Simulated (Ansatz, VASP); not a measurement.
# One calculation of TiH, two programs

```
Ti H
1.0
     0.00000    2.05162    2.05162
     1.95581    0.00000    2.05162
     1.95581    2.05162    0.00000
Ti H
1 1
Direct
  0.99943 0.00057 0.00057
  0.52720 0.47280 0.47280
```

Change from the starting cell: mode 4 frozen in at -0.112 Å, normal strain along x -0.0467.

Alike in both runs: task single point; functional LDA; k mesh 18 × 18 × 18; occupations gaussian, width 0.15 eV; no spin polarisation.

|  | VASP | Ansatz |
| --- | --- | --- |
| version | VASP 6.6.1 | Ansatz 0.2.0 |
| potentials or method | VASP PAW LDA potentials, release 64 (Ti_sv, H), cutoff 520 eV | scalar-relativistic, plane waves, PAW |
| valence electrons in the cell | 13 | 13 |

VASP gave:

* gap on the k mesh at the Fermi level (eV): none
* pressure (GPa): 9.1
* traceless stress, the component that is largest in VASP (GPa): 1.53
* rms of the force components (eV/Å): 0.416

Q: Estimate Ansatz's values.

A: gap on the k mesh at the Fermi level (eV): none; pressure (GPa): 9.0; traceless stress, the component that is largest in VASP (GPa): 1.52; rms of the force components (eV/Å): 0.415.

LDA's correlation is that of Perdew and Zunger in VASP and of Perdew and Wang (1992) in Ansatz. Atom by atom the forces differ by 0.001 eV/Å (rms over components). A gap of «none» marks a metal or a gap that the smearing closes.
